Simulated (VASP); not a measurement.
# CoSi (P2_13) in VASP: single point with PBE

Aim: the single point of CoSi with PBE.

All numbers are computed with VASP 6.6.1; they aren't measurements. Logs are shortened: lines on timing, memory, paths and dates and some standing lists are left out, and cuts for length are marked.

### Step 1. The cell of the first run

It takes space group P2_13 (No. 198, cubic). The conventional cell has a = 4.430 Å, b = 4.430 Å, c = 4.430 Å, α = 90.00°, β = 90.00°, γ = 90.00°. Within 3.1 Å of Co (site symmetry 3) lie 7 Si at 2.32 to 2.43 Å and 6 Co at 2.72 Å. Si (site symmetry 3) has 7 Co at 2.32 to 2.43 Å and 6 Si at 2.74 Å within 3.1 Å.

### Step 2. Single point, PBE

Input file INCAR:

```
ALGO = Normal
EDIFF = 1E-7
ENCUT = 520
GGA = PE
ISIF = 2
ISMEAR = 0
LASPH = T
LCHARG = T
LELF = T
LREAL = F
LVHAR = T
LWAVE = F
NBANDS = 36
NELM = 100
PREC = Accurate
SIGMA = 0.1
```

Input file KPOINTS:

```
k-points
0
Gamma
  8 8 8
```

Input file POSCAR:

```
CoSi
1.0
    4.4303090966      0.0000000000      0.0000000000
    0.0000000000      4.4303090966      0.0000000000
    0.0000000000      0.0000000000      4.4303090966
Co Si
4 4
Direct
    0.3549680510      0.6450319490      0.8549680510
    0.6450319490      0.1450319490      0.6450319490
    0.1450319490      0.3549680510      0.3549680510
    0.8549680510      0.8549680510      0.1450319490
    0.6568182482      0.3431817518      0.1568182482
    0.3431817518      0.8431817518      0.3431817518
    0.8431817518      0.6568182482      0.6568182482
    0.1568182482      0.1568182482      0.8431817518
```

Potentials or basis: VASP PAW PBE potentials, release 64 (Co, Si).

On the command line:

```console
$ cat potpaw_PBE.64/Co/POTCAR potpaw_PBE.64/Si/POTCAR > POTCAR
$ mpirun -np 1 vasp_std > vasp.out
```

OUTCAR:

```text
EDIFF = 1E-7
   ENCUT = 520
   GGA = PE
   ISIF = 2
   ISMEAR = 0
   LASPH = T
   LREAL = F
   NELM = 100
   PREC = Accurate

 ion  position               nearest neighbor table
   1  0.355  0.645  0.855-   5 2.32   6 2.33   7 2.33   8 2.33   8 2.43   6 2.43   7 2.43   2 2.72
                             3 2.72   3 2.72   2 2.72   4 2.72   4 2.72
   2  0.645  0.145  0.645-   6 2.32   5 2.33   7 2.33   8 2.33   7 2.43   5 2.43   8 2.43   3 2.72
                             4 2.72   1 2.72   4 2.72   1 2.72   3 2.72
   3  0.145  0.355  0.355-   7 2.32   6 2.33   5 2.33   8 2.33   5 2.43   8 2.43   6 2.43   1 2.72
                             1 2.72   2 2.72   4 2.72   4 2.72   2 2.72
   4  0.855  0.855  0.145-   8 2.32   6 2.33   7 2.33   5 2.33   7 2.43   5 2.43   6 2.43   1 2.72
                             2 2.72   3 2.72   2 2.72   1 2.72   3 2.72
   5  0.657  0.343  0.157-   1 2.32   2 2.33   3 2.33   4 2.33   4 2.43   2 2.43   3 2.43   8 2.74
                             6 2.74   7 2.74   6 2.74   7 2.74   8 2.74
   6  0.343  0.843  0.343-   2 2.32   1 2.33   3 2.33   4 2.33   3 2.43   1 2.43   4 2.43   5 2.74
                             7 2.74   8 2.74   8 2.74   5 2.74   7 2.74
   7  0.843  0.657  0.657-   3 2.32   2 2.33   1 2.33   4 2.33   1 2.43   4 2.43   2 2.43   8 2.74
                             5 2.74   5 2.74   6 2.74   8 2.74   6 2.74
   8  0.157  0.157  0.843-   4 2.32   2 2.33   3 2.33   1 2.33   3 2.43   1 2.43   2 2.43   7 2.74
                             6 2.74   5 2.74   7 2.74   6 2.74   5 2.74

  LATTYP: Found a simple cubic cell.
 ALAT       =     4.4303090966

  Lattice vectors:

 A1 = (   4.4303090966,   0.0000000000,   0.0000000000)
 A2 = (   0.0000000000,   4.4303090966,   0.0000000000)
 A3 = (   0.0000000000,   0.0000000000,   4.4303090966)

Analysis of symmetry for initial positions (statically):
=====================================================================
 Subroutine PRICEL returns:
 Original cell was already a primitive cell.

 Routine SETGRP: Setting up the symmetry group for a
 simple cubic supercell.

 Subroutine GETGRP returns: Found 12 space group operations
 (whereof  3 operations were pure point group operations)
 out of a pool of 48 trial point group operations.

The static configuration has the point symmetry C_3 .
 The point group associated with its full space group is T   .

Analysis of symmetry for dynamics (positions and initial velocities):
=====================================================================
 Subroutine PRICEL returns:
 Original cell was already a primitive cell.

 Routine SETGRP: Setting up the symmetry group for a
 simple cubic supercell.

 Subroutine GETGRP returns: Found 12 space group operations
 (whereof  3 operations were pure point group operations)
 out of a pool of 48 trial point group operations.

The dynamic configuration has the point symmetry C_3 .
 The point group associated with its full space group is T   .

 Subroutine INISYM returns: Found 12 space group operations
 (whereof  3 operations are pure point group operations),
 and found     1 'primitive' translations

----------------------------------------------------------------------------------------

                                     Primitive cell

  volume of cell :      86.9565

  direct lattice vectors                    reciprocal lattice vectors
     4.430309097  0.000000000  0.000000000     0.225717885  0.000000000  0.000000000
     0.000000000  4.430309097  0.000000000     0.000000000  0.225717885  0.000000000
     0.000000000  0.000000000  4.430309097     0.000000000  0.000000000  0.225717885

  length of vectors
     4.430309097  4.430309097  4.430309097     0.225717885  0.225717885  0.225717885

  position of ions in fractional coordinates (direct lattice)
     0.354968051  0.645031949  0.854968051
     0.645031949  0.145031949  0.645031949
     0.145031949  0.354968051  0.354968051
     0.854968051  0.854968051  0.145031949
     0.656818248  0.343181752  0.156818248
     0.343181752  0.843181752  0.343181752
     0.843181752  0.656818248  0.656818248
     0.156818248  0.156818248  0.843181752

  ion indices of the primitive-cell ions
   primitive index   ion index
                 1           1
                 2           2
                 3           3
                 4           4
                 5           5
                 6           6
                 7           7
                 8           8

----------------------------------------------------------------------------------------

 KPOINTS: k-points

Automatic generation of k-mesh.
 Grid dimensions read from file:
 generate k-points for:    8    8    8

 Generating k-lattice:

  Cartesian coordinates                     Fractional coordinates (reciprocal lattice)
     0.028214736  0.000000000  0.000000000     0.125000000  0.000000000  0.000000000
     0.000000000  0.028214736  0.000000000     0.000000000  0.125000000  0.000000000
     0.000000000  0.000000000  0.028214736     0.000000000  0.000000000  0.125000000

  Length of vectors
     0.028214736  0.028214736  0.028214736

  Shift w.r.t. Gamma in fractional coordinates (k-lattice)
     0.000000000  0.000000000  0.000000000

 Subroutine IBZKPT returns following result:
 ===========================================

 Found     45 irreducible k-points:

 Following reciprocal coordinates:
            Coordinates               Weight
  0.000000  0.000000  0.000000      1.000000
  0.125000  0.000000  0.000000      6.000000
  0.250000  0.000000  0.000000      6.000000
  0.375000  0.000000  0.000000      6.000000
  0.500000  0.000000  0.000000      3.000000
  0.125000  0.125000  0.000000     12.000000
[... 16 lines left out ...]
  0.250000  0.125000  0.125000     24.000000
  0.375000  0.125000  0.125000     24.000000
 [... further k-points ...]
   k-points           NKPTS =     45   k-points in BZ     NKDIM =     45   number of bands    NBANDS=     36
   number of dos      NEDOS =    301   number of ions     NIONS =      8
   total plane-waves  NPLWV =  46656
   dimension x,y,z NGX =    36 NGY =   36 NGZ =   36
   dimension x,y,z NGXF=    72 NGYF=   72 NGZF=   72
   ions per type =               4   4
   NGX,Y,Z   is equivalent  to a cutoff of  13.51, 13.51, 13.51 a.u.
   NGXF,Y,Z  is equivalent  to a cutoff of  27.02, 27.02, 27.02 a.u.
 SYSTEM =  unknown system
   PREC   = accura    normal or accurate (medium, high low for compatibility)
   ISTART =      0    job   : 0-new  1-cont  2-samecut
   ICHARG =      2    charge: 1-file 2-atom 10-const
   ISPIN  =      1    spin polarized calculation?
   LNONCOLLINEAR =      F non collinear calculations
   LSORBIT =      F    spin-orbit coupling
   LASPH  =      T    aspherical Exc in radial PAW
   ENCUT  =  520.0 eV  38.22 Ry    6.18 a.u.   8.24  8.24  8.24*2*pi/ulx,y,z
   NELM   =    100;   NELMIN=  2; NELMDL= -5     # of ELM steps
   EDIFF  = 0.1E-06   stopping-criterion for ELM
   LREAL  =      F    real-space projection
   EDIFFG = 0.1E-05   stopping-criterion for IOM
   NSW    =      0    number of steps for IOM
   IBRION =     -1    ionic relax: 0-MD 1-quasi-New 2-CG
   NFREE  =      0    steps in history (QN), initial steepest desc. (CG)
   ISIF   =      2    stress and relaxation
   ISYM   =      2    0-nonsym 1-usesym 2-fastsym
   POTIM  = 0.5000    time-step for ionic-motion
   TEBEG  =    0.0;   TEEND  =   0.0 temperature during run
   PSTRESS=    0.0 pullay stress
   NELECT =      52.0000    total number of electrons
   NUPDOWN=      -1.0000    fix difference up-down
   EMIN   =  10.00;   EMAX   =-10.00  energy-range for DOS
   EFERMI =   0.00;   METHOD = LEGACY
   ISMEAR =     0;   SIGMA  =   0.10  broadening in eV -4-tet -1-fermi 0-gaus
   EFERMI_NEDOS =   21; number of points for ismear=-14 and -15
   IALGO  =     38    algorithm
   IMIX   =      4    mixing-type and parameters
     AMIX     =   0.40;   BMIX     =  1.00
     AMIX_MAG =   1.60;   BMIX_MAG =  1.00
  volume/ion in A,a.u.               =      10.87        73.35
  Fermi-wavevector in a.u.,A,eV,Ry     =   1.379247  2.606398 25.882651  1.902321
  Thomas-Fermi vector in A             =   2.504234
   LORBIT       =      0    0 simple, 1 ext, 2 COOP (PROOUT), +10 PAW based schemes
   GGA     = PE    functional components
   LHFCALC =     F    Hartree Fock is set to
   AEXX    =    0.0000 exact exchange contribution
   IVDW    =     0    specifies the selected vdW correction
   LEPSILON=     F    determine dielectric tensor
   LRPA    =     F    only Hartree local field effects (RPA)
 non-spin polarized calculation
 Gauss-broadening in eV      SIGMA  =   0.10
  energy-cutoff  :      520.00
  volume of cell :       86.96
 maximum number of plane-waves:      2360
 NGX is ok and might be reduce to    36
   NGX = 17   NGY = 17   NGZ = 17

 number of electron      52.0000004 magnetization

 Free energy of the ion-electron system (eV)
  ---------------------------------------------------
  ext. energy  EPLUGINS =         0.00000000
  ---------------------------------------------------
  free energy    TOTEN  =       -54.75147012 eV

  energy without entropy =      -54.74461019  energy(sigma->0) =      -54.74804015

 E-fermi :  12.1269     XC(G=0): -12.8688

 val. band max:       12.1076777059   @ k =   0.5000   0.5000   0.3750
 cond. band min:      12.2462665067   @ k =   0.3750   0.3750   0.3750
 fundamental gap:      0.1385888008
 Fermi energy:        12.1269394743

 k-point     1 :       0.0000    0.0000    0.0000
  band No.  band energies     occupation
      1      -1.5617      2.00000
      2       3.9336      2.00000
      3       3.9336      2.00000
      4       3.9336      2.00000
      5       6.6343      2.00000
      6       6.6343      2.00000
[... 28 lines left out ...]
     35      15.6838      0.00000
     36      16.9772      0.00000

 k-point     2 :       0.1250    0.0000    0.0000
  band No.  band energies     occupation
      1      -1.4453      2.00000
      2       3.1401      2.00000
      3       4.0080      2.00000
      4       4.5045      2.00000
      5       6.2004      2.00000
      6       6.7040      2.00000
[... 28 lines left out ...]
     35      16.1014      0.00000
     36      17.4205      0.00000

 k-point     3 :       0.2500    0.0000    0.0000
  band No.  band energies     occupation
      1      -1.0996      2.00000
      2       2.1585      2.00000
      3       4.2253      2.00000
      4       4.9583      2.00000
      5       6.0026      2.00000
      6       6.8569      2.00000
[... 28 lines left out ...]
     35      16.7973      0.00000
     36      17.4911      0.00000

 k-point     4 :       0.3750    0.0000    0.0000
  band No.  band energies     occupation
      1      -0.5356      2.00000
      2       1.1463      2.00000
      3       4.5637      2.00000
      4       5.2089      2.00000
      5       5.9926      2.00000
      6       6.8078      2.00000
[... 28 lines left out ...]
     35      16.9446      0.00000
     36      17.7039      0.00000

 k-point     5 :       0.5000    0.0000    0.0000
  band No.  band energies     occupation
      1       0.2255      2.00000
      2       0.2255      2.00000
      3       4.9632      2.00000
      4       4.9632      2.00000
      5       6.3697      2.00000
      6       6.3697      2.00000
[... 655 lines left out ...]
 k-point    22 :       0.1250    0.1250    0.1250
  band No.  band energies     occupation
      1      -1.2142      2.00000
      2       2.8945      2.00000
      3       3.5534      2.00000
      4       4.7397      2.00000
      5       6.1904      2.00000
      6       6.8904      2.00000
[... 28 lines left out ...]
     35      16.8685      0.00000
     36      16.9355      0.00000

 k-point    23 :       0.2500    0.1250    0.1250
  band No.  band energies     occupation
      1      -0.8719      2.00000
      2       2.2623      2.00000
      3       3.5994      2.00000
      4       4.8567      2.00000
      5       6.0529      2.00000
      6       6.7204      2.00000
[... 28 lines left out ...]
     35      16.6440      0.00000
     36      17.2077      0.00000

 k-point    24 :       0.3750    0.1250    0.1250
  band No.  band energies     occupation
      1      -0.3145      2.00000
      2       1.3290      2.00000
      3       3.9623      2.00000
      4       4.9041      2.00000
      5       5.7667      2.00000
      6       6.5031      2.00000
[... 28 lines left out ...]
     35      16.9513      0.00000
     36      17.7616      0.00000

 [... further k-points ...]

------------------------ aborting loop because EDIFF is reached ----------------------------------------

  FORCE on cell =-STRESS in cart. coord.  units (eV):
  Direction    XX          YY          ZZ          XY          YZ          ZX
  --------------------------------------------------------------------------------------
  -------------------------------------------------------------------------------------
  Total       -0.0202256     -0.0202256     -0.0202256      0.0000000      0.0000000      0.0000000
  in kB       -0.3726579     -0.3726579     -0.3726579      0.0000000      0.0000000      0.0000000
  external PRESSURE =      -0.3726579 kB  Pullay stress =       0.0000000 kB

 VOLUME and BASIS-vectors are now :
 -----------------------------------------------------------------------------
  energy-cutoff  :      520.00
  volume of cell :       86.96
      direct lattice vectors                 reciprocal lattice vectors
     4.430309097  0.000000000  0.000000000     0.225717885  0.000000000  0.000000000
     0.000000000  4.430309097  0.000000000     0.000000000  0.225717885  0.000000000
     0.000000000  0.000000000  4.430309097     0.000000000  0.000000000  0.225717885

 POSITION                                       TOTAL-FORCE (eV/Angst)
 -----------------------------------------------------------------------------------
      1.57262      2.85769      3.78777        -0.001145      0.001145     -0.001145
      2.85769      0.64254      2.85769         0.001145      0.001145      0.001145
      0.64254      1.57262      1.57262         0.001145     -0.001145     -0.001145
      3.78777      3.78777      0.64254        -0.001145     -0.001145      0.001145
      2.90991      1.52040      0.69475        -0.001033      0.001033     -0.001033
      1.52040      3.73556      1.52040         0.001033      0.001033      0.001033
      3.73556      2.90991      2.90991         0.001033     -0.001033     -0.001033
      0.69475      0.69475      3.73556        -0.001033     -0.001033      0.001033
 -----------------------------------------------------------------------------------
    total drift:                               -0.000000      0.000000      0.000000

  FREE ENERGIE OF THE ION-ELECTRON SYSTEM (eV)
  ---------------------------------------------------
  free  energy   TOTEN  =       -54.7514701213 eV

  energy  without entropy=      -54.7446101884  energy(sigma->0) =      -54.74804015
```

Wall time 4.8 min (1 thread of Intel Xeon 8259CL, shared host); peak memory 0.27 GiB.

Results:

```
Free energy            : -54.7515 eV
Pressure               : 0.0 GPa
Band gap on the k mesh : zero (bands 26 and 27 overlap by 0.21 eV)
```

Caveat: the run has no spin polarisation, though such a crystal can be magnetic.
